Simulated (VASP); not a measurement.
LiF:

```
Li F
1.0
     3.23506    0.00000    0.00000
    -1.61753    2.80165    0.00000
     0.00000    0.00000    5.02461
Li F
2 2
Direct
  0.33333 0.66667 0.99402
  0.66667 0.33333 0.49402
  0.33333 0.66667 0.38098
  0.66667 0.33333 0.88098
```

This cell differs from its parent crystal: strain +5.0%.

Base run:

| Quantity | Value |
| --- | --- |
| Program | VASP 6.6.1 |
| Functional | PBE |
| Potentials or basis | VASP PAW PBE potentials, release 64 (Li_sv, F) |
| Cutoff | 520 eV |
| k mesh | 12 × 12 × 6 |
| Occupations | fermi-dirac, width 0.02 eV |
| Spin | no spin polarisation |

Its results: band gap on the k mesh 7.12 eV; largest force 0.006 eV/Å.

Problem. The run is repeated on the same cell with these changes: functional from PBE to r2SCAN; occupations from fermi-dirac, width 0.02 eV to gaussian, width 0.01 eV. What comes out?

Solution. Band gap on the k mesh 7.92 eV; largest force 0.031 eV/Å.

Caveats: the structure was generated, so it needn't be the stable form of LiF; the PAW data sets were made with another functional, which shifts forces and pressure a little (at least some runs).

A k mesh can miss the band edges.
